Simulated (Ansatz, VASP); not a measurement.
# Two plane-wave programs on Mn

```
CELL_PARAMETERS angstrom
-2.20015 2.20015 1.23324
2.20015 -2.20015 1.23324
2.20015 2.20015 -1.23324
ATOMIC_POSITIONS crystal
Mn 0.75000 0.25000 0.50000
Mn 0.00000 0.00000 0.00000
```

Alike in both runs: task single point; functional PBE; k mesh 6 × 6 × 6; occupations gaussian, width 0.1 eV; collinear spin.

|  | VASP | Ansatz |
| --- | --- | --- |
| version | VASP 6.6.1 | Ansatz 0.2.0 |
| potentials or method | VASP PAW PBE potentials, release 64 (Mn_sv), cutoff 680 eV | scalar-relativistic, plane waves, PAW |
| valence electrons in the cell | 30 | 30 |

```csv
,VASP,Ansatz,Ansatz less VASP
gap on the k mesh at the Fermi level (eV),none,none,-
pressure (GPa),-0.4,0.6,+1.05
"traceless stress, the component that is largest in VASP (GPa)",2.99,3.07,+0.075
net moment per atom (μB),1.23,1.22,-0.001
size of the moment on the site where the two differ most (μB),1.17,1.16,-0.009
```

Site moments also hang on the region over which each program counts them. A gap of «none» marks a metal or a gap that the smearing closes. The functional is the same, so the differences come from potentials, cutoffs and numerics.

The k mesh is coarse, so the values compare programs but aren't converged.
